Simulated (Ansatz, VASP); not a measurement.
## One calculation of Hg2Ge3, two programs

```
CELL_PARAMETERS angstrom
5.25587 0.00000 0.00000
0.00000 5.25587 0.00000
0.00000 0.00000 5.25587
ATOMIC_POSITIONS crystal
Ge 0.50000 0.00000 0.00000
Ge 0.00000 0.50000 0.00000
Ge 0.00000 0.00000 0.50000
Hg 0.00000 0.00000 0.00000
Hg 0.50000 0.50000 0.50000
```

Alike in both runs: functional PBE; k mesh 4 × 4 × 4; occupations gaussian, width 0.1 eV; no spin polarisation.

Ansatz relaxed the structure, and its values are those at the end. VASP's run is a single point on that final structure, the one shown.

|  | VASP | Ansatz |
| --- | --- | --- |
| version | VASP 6.6.1 | Ansatz 0.2.0 |
| potentials or method | VASP PAW PBE potentials, release 64 (Ge_d, Hg), cutoff 520 eV | scalar-relativistic, plane waves, PAW |
| valence electrons in the cell | 66 | 82 |

|  | VASP | Ansatz | Ansatz less VASP |
| --- | --- | --- | --- |
| gap on the k mesh at the Fermi level (eV) | none | none | - |
| pressure (GPa) | 0.5 | 0.4 | -0.14 |

A gap of «none» marks a metal or a gap that the smearing closes. VASP's potentials hold 66 valence electrons a cell and Ansatz's 82, so a difference there can come from the potentials and not from the codes.

Neither program's run includes spin-orbit coupling.
